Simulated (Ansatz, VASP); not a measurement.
**One calculation of BaTiO3, two programs**

```xyz
5
Lattice="3.9498 0.0000 0.0000 0.0000 2.8115 2.8196 0.0000 -2.8115 2.8196" Properties=species:S:1:pos:R:3 pbc="T T T"
Ba    0.0000    0.0000    0.0000
Ti    1.9749    0.0000    2.8896
O     0.0000    0.0000    2.7486
O     1.9749   -1.3681    4.2212
O     1.9749    1.3681    4.2212
```

Alike in both runs: task single point; functional r2SCAN; k mesh 6 × 6 × 6; no spin polarisation.

```csv
,VASP,Ansatz
version,VASP 6.6.1,Ansatz 0.2.0
potentials or method,"VASP PAW PBE potentials, release 64 (Ba_sv, Ti_sv, O), cutoff 520 eV","plane waves, PAW"
occupations,"fermi-dirac, width 0.1 eV",fermi-dirac
valence electrons in the cell,40,40
```

Ansatz gave:

| Quantity | Value |
| --- | --- |
| pressure (GPa) | 4.1 |
| traceless stress, the component that is largest in VASP (GPa) | -0.44 |

Task: Which values does VASP return?

Result: Pressure (GPa): 6.3; traceless stress, the component that is largest in VASP (GPa): -0.43.

VASP's potentials were made for PBE, not for r2SCAN.

Neither program's run includes spin-orbit coupling.
